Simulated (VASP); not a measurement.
# BiP (rocksalt type) (Fm-3m) in VASP: notebook, part 3 of 3

VASP 6.6.1.

**5. Electric field gradients, PBE (25.50 Å³/atom)**

This run uses another cell than the first one, of 25.50 Å³/atom.

INCAR reads:

```
SYSTEM = BiP
ALGO = Normal ; EDIFF = 1E-8
ENCUT = 520 ; GGA = PE
ISIF = 2 ; ISMEAR = -1
LASPH = .TRUE. ; LCHARG = .FALSE.
LEFG = .TRUE. ; LREAL = .FALSE.
LWAVE = .FALSE. ; NBANDS = 17
NELM = 60 ; PREC = Accurate
SIGMA = 0.05
```

KPOINTS reads:

```
k-points
0
G
  12 12 12
  0 0 0
```

POSCAR reads:

```
BiP
1.0
    0.0000000000      2.9432416832      2.9432416832
    2.9432416832      0.0000000000      2.9432416832
    2.9432416832      2.9432416832      0.0000000000
Bi P
1 1
Direct
    0.0000000000      0.0000000000      0.0000000000
    0.5000000000      0.5000000000      0.5000000000
```

Potentials or basis: VASP PAW PBE potentials, release 64 (Bi_d, P).

Run with:

```bash
$ cat potpaw_PBE.64/Bi_d/POTCAR potpaw_PBE.64/P/POTCAR > POTCAR
$ mpirun -np 1 vasp_std > vasp.out
```

OUTCAR:

```text
SYSTEM = BiP
   EDIFF = 1E-8
   ENCUT = 520
   GGA = PE
   ISIF = 2
   ISMEAR = -1
   LASPH = .TRUE.
   LREAL = .FALSE.
   NELM = 60
   PREC = Accurate

 ion  position               nearest neighbor table
   1  0.000  0.000  0.000-   2 2.94   2 2.94   2 2.94   2 2.94   2 2.94   2 2.94
   2  0.500  0.500  0.500-   1 2.94   1 2.94   1 2.94   1 2.94   1 2.94   1 2.94

  LATTYP: Found a face centered cubic cell.
 ALAT       =     5.8864833664

  Lattice vectors:

 A1 = (   0.0000000000,   2.9432416832,   2.9432416832)
 A2 = (   2.9432416832,   0.0000000000,   2.9432416832)
 A3 = (   2.9432416832,   2.9432416832,   0.0000000000)

Analysis of symmetry for initial positions (statically):
=====================================================================
 Subroutine PRICEL returns:
 Original cell was already a primitive cell.

 Routine SETGRP: Setting up the symmetry group for a
 face centered cubic supercell.

 Subroutine GETGRP returns: Found 48 space group operations
 (whereof 48 operations were pure point group operations)
 out of a pool of 48 trial point group operations.

The static configuration has the point symmetry O_h .

Analysis of symmetry for dynamics (positions and initial velocities):
=====================================================================
 Subroutine PRICEL returns:
 Original cell was already a primitive cell.

 Routine SETGRP: Setting up the symmetry group for a
 face centered cubic supercell.

 Subroutine GETGRP returns: Found 48 space group operations
 (whereof 48 operations were pure point group operations)
 out of a pool of 48 trial point group operations.

[... 158 lines left out ...]
      3     -16.1522      2.00000
      4     -16.1440      2.00000
      5     -16.1440      2.00000
      6      -6.6925      2.00000
[... 457 lines left out ...]
      4     -16.1315      2.00000
      5     -16.1283      2.00000
      6      -4.2044      2.00000
[... 9 lines left out ...]
     16      15.6399      0.00000
     17      18.1500      0.00000

 [... further k-points ...]

------------------------ aborting loop because EDIFF is reached ----------------------------------------

  FORCE on cell =-STRESS in cart. coord.  units (eV):
  Direction    XX          YY          ZZ          XY          YZ          ZX
  --------------------------------------------------------------------------------------
  -------------------------------------------------------------------------------------
  Total       -0.4330957     -0.4330957     -0.4330957     -0.0000000      0.0000000      0.0000000
  in kB      -13.6077598    -13.6077598    -13.6077598     -0.0000000      0.0000000      0.0000000
  external PRESSURE =     -13.6077598 kB  Pullay stress =       0.0000000 kB

 VOLUME and BASIS-vectors are now :
 -----------------------------------------------------------------------------
  energy-cutoff  :      520.00
  volume of cell :       50.99
      direct lattice vectors                 reciprocal lattice vectors
     0.000000000  2.943241683  2.943241683    -0.169880714  0.169880714  0.169880714
     2.943241683  0.000000000  2.943241683     0.169880714 -0.169880714  0.169880714
     2.943241683  2.943241683  0.000000000     0.169880714  0.169880714 -0.169880714

 POSITION                                       TOTAL-FORCE (eV/Angst)
 -----------------------------------------------------------------------------------
      0.00000      0.00000      0.00000         0.000000     -0.000000     -0.000000
      2.94324      2.94324      2.94324        -0.000000      0.000000      0.000000
 -----------------------------------------------------------------------------------
    total drift:                                0.000000     -0.000000     -0.000000

  FREE ENERGIE OF THE ION-ELECTRON SYSTEM (eV)
  ---------------------------------------------------
  free  energy   TOTEN  =        -9.0379153382 eV

  energy  without entropy=       -9.0368242870  energy(sigma->0) =       -9.03736981

 Electric field gradients (V/A^2)
---------------------------------------------------------------------
 ion       V_xx      V_yy      V_zz      V_xy      V_xz      V_yz
---------------------------------------------------------------------
   1      -0.000     0.000     0.000     0.002     0.002     0.002
   2      -0.000    -0.000    -0.000    -0.000    -0.000    -0.000
---------------------------------------------------------------------

 Electric field gradients after diagonalization (V/A^2)
 (convention: |V_zz| > |V_xx| > |V_yy|)
----------------------------------------------------------------------
 ion       V_xx      V_yy      V_zz     asymmetry (V_yy - V_xx)/ V_zz
----------------------------------------------------------------------
   1      -0.002    -0.002     0.004       0.000
   2       0.000     0.000    -0.001       0.000
----------------------------------------------------------------------

           NMR quadrupolar parameters

 Cq : quadrupolar parameter    Cq=e*Q*V_zz/h
 eta: asymmetry parameters     (V_yy - V_xx)/ V_zz
 Q  : nuclear electric quadrupole moment in mb (millibarn)
----------------------------------------------------------------------
 ion       Cq(MHz)       eta       Q (mb)
----------------------------------------------------------------------
   1       0.000       0.000       1.000
   2      -0.000       0.000       1.000
----------------------------------------------------------------------
```

OSZICAR:

```text
N       E                     dE             d eps       ncg     rms          rms(c)
DAV:   1     0.151159870401E+03    0.15116E+03   -0.10132E+04  2448   0.126E+03
DAV:   2     0.142384450975E+01   -0.14974E+03   -0.14605E+03  2594   0.334E+02
DAV:   3    -0.912718772150E+01   -0.10551E+02   -0.10464E+02  3146   0.892E+01
DAV:   4    -0.937880391115E+01   -0.25162E+00   -0.25145E+00  2999   0.146E+01
DAV:   5    -0.938808896851E+01   -0.92851E-02   -0.92846E-02  3646   0.263E+00    0.333E+00
DAV:   6    -0.902969561888E+01    0.35839E+00   -0.12218E+00  3637   0.601E+00    0.185E+00
DAV:   7    -0.903688622417E+01   -0.71906E-02   -0.11653E-01  2755   0.156E+00    0.109E+00
DAV:   8    -0.903862141205E+01   -0.17352E-02   -0.13607E-02  3159   0.967E-01    0.154E-01
DAV:   9    -0.903785318174E+01    0.76823E-03   -0.40032E-03  3762   0.405E-01    0.875E-02
DAV:  10    -0.903791744371E+01   -0.64262E-04   -0.29427E-04  2885   0.115E-01    0.602E-02
DAV:  11    -0.903791495721E+01    0.24865E-05   -0.61389E-05  3307   0.668E-02    0.364E-03
DAV:  12    -0.903791534547E+01   -0.38826E-06   -0.44487E-06  3101   0.162E-02    0.229E-03
DAV:  13    -0.903791533324E+01    0.12236E-07   -0.87777E-08  3586   0.194E-03    0.182E-03
DAV:  14    -0.903791529691E+01    0.36327E-07   -0.24067E-08  2814   0.128E-03    0.213E-04
DAV:  15    -0.903791531519E+01   -0.18284E-07   -0.42125E-10  1740   0.189E-04    0.134E-04
DAV:  16    -0.903791533863E+01   -0.23440E-07   -0.60555E-10  1550   0.171E-04    0.254E-05
DAV:  17    -0.903791533822E+01    0.41564E-09   -0.64609E-11  1536   0.633E-05
   1 F= -.90379153E+01 E0= -.90373698E+01  d E =-.109105E-02
```

Run time: 31 s. Hardware: 1 thread of Intel Xeon 6975P-C (Granite Rapids), shared host; peak memory 0.21 GiB.

What came out:

```
Free energy                             : -9.0379 eV
Pressure                                : -1.4 GPa
Largest electric field gradient by atom : zero within the noise of the run
```

Levels at points of the mesh, in eV from the Fermi level:
```
           k point  band 7  band 8  band 9  band 10  band 11  band 12  band 13  band 14
(0.00, 0.00, 0.00)   -5.78   -1.68   -1.68    -1.68     3.86     3.86     3.86     5.59
(0.50, 0.00, 0.00)  -10.32   -0.87   -0.87     0.00     0.01     0.09     0.09     8.80
(0.50, 0.50, 0.00)   -8.37   -5.79   -3.59    -3.59     2.69     5.48     5.48     6.69
```

Caveat: spin-orbit coupling is left out, which moves the levels of the heavy elements.

**6. Summary**

```tsv
cell	gap on the mesh (eV)	pressure (GPa)
a = 4.079 Å, angles 60.0°, 2 atoms	-	3.2
a = 4.107 Å, angles 60.0°, 2 atoms	0.03	1.5
a = 4.135 Å, angles 60.0°, 2 atoms	0.04	0.0
a = 4.162 Å, angles 60.0°, 2 atoms	-	-1.4
```

Alike in all rows: task electric field gradients; level PBE; potentials or basis VASP PAW PBE potentials, release 64 (Bi_d, P); no spin polarisation; k mesh 12 × 12 × 12; cutoff (eV) 520; smearing fermi-dirac 0.05 eV.

Caveats: spin-orbit coupling is left out, which moves the levels of the heavy elements; the cell stands under pressure (at least some runs).

Absolute energies hang on the potentials; compare differences alone.
